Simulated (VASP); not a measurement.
# TiAl2 (Cmmm) in VASP: electric field gradients with r2SCAN

Aim: the electric field gradients of TiAl2 with r2SCAN.

Everything below comes from runs of VASP 6.6.1. Logs are shortened: lines on timing, memory, paths and dates and some standing lists are left out, and cuts for length are marked.

## 1. The cell of the first run

The structure is orthorhombic, space group Cmmm (No. 65). The conventional cell has a = 3.911 Å, b = 12.076 Å, c = 3.989 Å, α = 90.00°, β = 90.00°, γ = 90.00°. Ti (site symmetry m2m) has 10 Al at 2.72 to 2.87 Å and 2 Ti at 2.98 Å within 3.6 Å. Al (site symmetry mmm) has 4 Ti at 2.72 Å and 8 Al at 2.79 to 2.88 Å within 3.6 Å. Al (site symmetry mmm) has 4 Ti at 2.75 Å and 8 Al at 2.79 to 2.86 Å within 3.6 Å. Within 3.6 Å of Al (site symmetry m2m) lie 6 Al at 2.71 to 2.88 Å and 6 Ti at 2.80 to 2.87 Å.

## 2. Electric field gradients, r2SCAN

Contents of POSCAR:

```
TiAl2
1.0
    1.9554675547     -6.0377694237      0.0000000000
    1.9554675547      6.0377694237      0.0000000000
    0.0000000000      0.0000000000      3.9889417200
Ti Al
2 4
Direct
    0.8433442400      0.1566557600      0.0000000000
    0.1566557600      0.8433442400      0.0000000000
    0.5000000000      0.5000000000      0.0000000000
    0.0000000000      0.0000000000      0.5000000000
    0.6723498200      0.3276501800      0.5000000000
    0.3276501800      0.6723498200      0.5000000000
```

Contents of INCAR.step1:

```
PREC = Accurate
ENCUT = 520
ISMEAR = -1
SIGMA = 0.05
LREAL = F
LASPH = T
NELM = 100
NBANDS = 27
GGA = PE
ALGO = Normal
EDIFF = 1E-4
LWAVE = T
LCHARG = F
```

Contents of INCAR.step2:

```
PREC = Accurate
ENCUT = 520
EDIFF = 1E-8
ISMEAR = -1
SIGMA = 0.05
LREAL = F
LASPH = T
NELM = 100
ALGO = Normal
ISIF = 2
LWAVE = F
LCHARG = F
METAGGA = R2SCAN
LMIXTAU = T
LEFG = T
NBANDS = 27
ISTART = 1
```

Contents of KPOINTS:

```
regular mesh
0
Gamma
  8 8 7
```

Potentials or basis: VASP PAW PBE potentials, release 64 (Ti_sv, Al).

Command:

```console
$ cat potpaw_PBE.64/Ti_sv/POTCAR potpaw_PBE.64/Al/POTCAR > POTCAR
$ cp INCAR.step1 INCAR
$ mpirun -np 1 vasp_std > vasp.out
$ cp INCAR.step2 INCAR
$ mpirun -np 1 vasp_std > vasp.out
```

OUTCAR:

```text
PREC = Accurate
   ENCUT = 520
   EDIFF = 1E-8
   ISMEAR = -1
   LREAL = F
   LASPH = T
   NELM = 100
   ISIF = 2
   METAGGA = R2SCAN
   ISTART = 1

 ion  position               nearest neighbor table
   1  0.843  0.157  0.000-   3 2.72   3 2.72   4 2.75   4 2.75   6 2.80   6 2.80   6 2.80   6 2.80
                             5 2.87   5 2.87
   2  0.157  0.843  0.000-   3 2.72   3 2.72   4 2.75   4 2.75   5 2.80   5 2.80   5 2.80   5 2.80
                             6 2.87   6 2.87
   3  0.500  0.500  0.000-   2 2.72   1 2.72   2 2.72   1 2.72   4 2.79   4 2.79   4 2.79   4 2.79
                             6 2.88   5 2.88   5 2.88   6 2.88
   4  0.000  0.000  0.500-   1 2.75   2 2.75   1 2.75   2 2.75   3 2.79   3 2.79   3 2.79   3 2.79
                             5 2.86   6 2.86   5 2.86   6 2.86
   5  0.672  0.328  0.500-   6 2.71   6 2.71   2 2.80   2 2.80   2 2.80   2 2.80   4 2.86   4 2.86
                             1 2.87   1 2.87   3 2.88   3 2.88
   6  0.328  0.672  0.500-   5 2.71   5 2.71   1 2.80   1 2.80   1 2.80   1 2.80   4 2.86   4 2.86
                             2 2.87   2 2.87   3 2.88   3 2.88

  LATTYP: Found a base centered orthorhombic cell.
 ALAT       =     3.9109351094
 B/A-ratio  =     3.0876346729
 C/A-ratio  =     1.0199457696

  Lattice vectors:

 A1 = (   1.9554675547,  -6.0377694237,   0.0000000000)
 A2 = (   1.9554675547,   6.0377694237,   0.0000000000)
 A3 = (   0.0000000000,   0.0000000000,   3.9889417200)

Analysis of symmetry for initial positions (statically):
=====================================================================
 Subroutine PRICEL returns:
 Original cell was already a primitive cell.

 Routine SETGRP: Setting up the symmetry group for a
 base centered orthorhombic supercell.

 Subroutine GETGRP returns: Found  8 space group operations
 (whereof  8 operations were pure point group operations)
 out of a pool of  8 trial point group operations.

The static configuration has the point symmetry D_2h.

Analysis of symmetry for dynamics (positions and initial velocities):
=====================================================================
 Subroutine PRICEL returns:
 Original cell was already a primitive cell.

[... 161 lines left out ...]

 E-fermi :   8.6683     XC(G=0): -11.6834

 val. band max:        8.6651734966   @ k =   0.0000   0.0000   0.1429
 cond. band min:       8.6703871752   @ k =  -0.3750   0.3750   0.4286
 fundamental gap:      0.0052136787
 Fermi energy:         8.6682552316

 k-point     1 :       0.0000    0.0000    0.0000
  band No.  band energies     occupation
      1     -50.3859      2.00000
      2     -50.3532      2.00000
      3     -25.7134      2.00000
      4     -25.6771      2.00000
      5     -25.6615      2.00000
      6     -25.6377      2.00000
[... 709 lines left out ...]
     26      13.0319      0.00000
     27      13.2375      0.00000

 [... further k-points ...]
[... 5 lines left out ...]
  --------------------------------------------------------------------------------------
  -------------------------------------------------------------------------------------
  Total        0.1018336     -0.0706414      0.1047699     -0.0000000      0.0000000      0.0000000
  in kB        1.7321550     -1.2015858      1.7821009     -0.0000000      0.0000000      0.0000000
  external PRESSURE =       0.7708900 kB  Pullay stress =       0.0000000 kB

 VOLUME and BASIS-vectors are now :
 -----------------------------------------------------------------------------
  energy-cutoff  :      520.00
  volume of cell :       94.19
      direct lattice vectors                 reciprocal lattice vectors
     1.955467555 -6.037769424  0.000000000     0.255693324 -0.082812039  0.000000000
     1.955467555  6.037769424  0.000000000     0.255693324  0.082812039  0.000000000
     0.000000000  0.000000000  3.988941720     0.000000000  0.000000000  0.250693059

 POSITION                                       TOTAL-FORCE (eV/Angst)
 -----------------------------------------------------------------------------------
      1.95547     -4.14607      0.00000        -0.000000     -0.036793      0.000000
      1.95547      4.14607      0.00000        -0.000000      0.036793     -0.000000
      1.95547      0.00000      0.00000         0.000000      0.000000      0.000000
      0.00000      0.00000      1.99447        -0.000000      0.000000      0.000000
      1.95547     -2.08122      1.99447        -0.000000     -0.014614      0.000000
      1.95547      2.08122      1.99447        -0.000000      0.014614      0.000000
 -----------------------------------------------------------------------------------
    total drift:                                0.000000      0.000000     -0.000000

  FREE ENERGIE OF THE ION-ELECTRON SYSTEM (eV)
  ---------------------------------------------------
  free  energy   TOTEN  =       -55.7026286866 eV

  energy  without entropy=      -55.6828478364  energy(sigma->0) =      -55.69273826

 Electric field gradients (V/A^2)
---------------------------------------------------------------------
 ion       V_xx      V_yy      V_zz      V_xy      V_xz      V_yz
---------------------------------------------------------------------
   1      -0.652   -15.320    15.972    -0.000    -0.000     0.000
   2      -0.652   -15.320    15.972    -0.000    -0.000    -0.000
   3     -18.354    -6.185    24.540    -0.000    -0.000    -0.000
   4      26.953    -7.829   -19.124    -0.000     0.000     0.000
   5      -0.736    16.533   -15.797     0.000     0.000    -0.000
   6      -0.736    16.533   -15.797     0.000     0.000    -0.000
---------------------------------------------------------------------

 Electric field gradients after diagonalization (V/A^2)
 (convention: |V_zz| > |V_xx| > |V_yy|)
----------------------------------------------------------------------
 ion       V_xx      V_yy      V_zz     asymmetry (V_yy - V_xx)/ V_zz
----------------------------------------------------------------------
   1     -15.320    -0.652    15.972       0.918
   2     -15.320    -0.652    15.972       0.918
   3     -18.354    -6.185    24.540       0.496
   4     -19.124    -7.829    26.953       0.419
   5     -15.797    -0.736    16.533       0.911
   6     -15.797    -0.736    16.533       0.911
----------------------------------------------------------------------

           NMR quadrupolar parameters

 Cq : quadrupolar parameter    Cq=e*Q*V_zz/h
 eta: asymmetry parameters     (V_yy - V_xx)/ V_zz
 Q  : nuclear electric quadrupole moment in mb (millibarn)
----------------------------------------------------------------------
 ion       Cq(MHz)       eta       Q (mb)
----------------------------------------------------------------------
   1       0.039       0.918       1.000
   2       0.039       0.918       1.000
   3       0.059       0.496       1.000
   4       0.065       0.419       1.000
   5       0.040       0.911       1.000
   6       0.040       0.911       1.000
----------------------------------------------------------------------
```

Wall time 16 min (1 thread of Intel Xeon Platinum 8259CL at 2.50GHz (Skylake/Cascade Lake), shared host); peak memory 0.39 GiB.

Results:

* Free energy: -55.7026 eV
* Pressure: 0.1 GPa
* Largest force: 0.037 eV/Å
* Band gap on the k mesh: zero (band 18 reaches 9.46 eV, above the bottom of band 19 at 8.16 eV)

Forces on the atoms (eV/Å):
```
Ti   0.000 -0.037  0.000
Ti   0.000  0.037  0.000
Al   0.000  0.000  0.000
Al   0.000  0.000  0.000
Al   0.000 -0.015  0.000
Al   0.000  0.015  0.000
```

Electric field gradients, principal values (V/Å²):
```csv
atom,least,middle,greatest (by size)
1 Ti,-0.652,-15.320,15.972
2 Ti,-0.652,-15.320,15.972
3 Al,-6.185,-18.354,24.540
4 Al,-7.829,-19.124,26.953
5 Al,-0.736,-15.797,16.533
6 Al,-0.736,-15.797,16.533
```

Caveat: without QUAD_EFG the Cq values of the log hold for a quadrupole moment of 1 mb, not for the nuclei; the PAW data sets were made with another functional, which shifts forces and pressure a little.
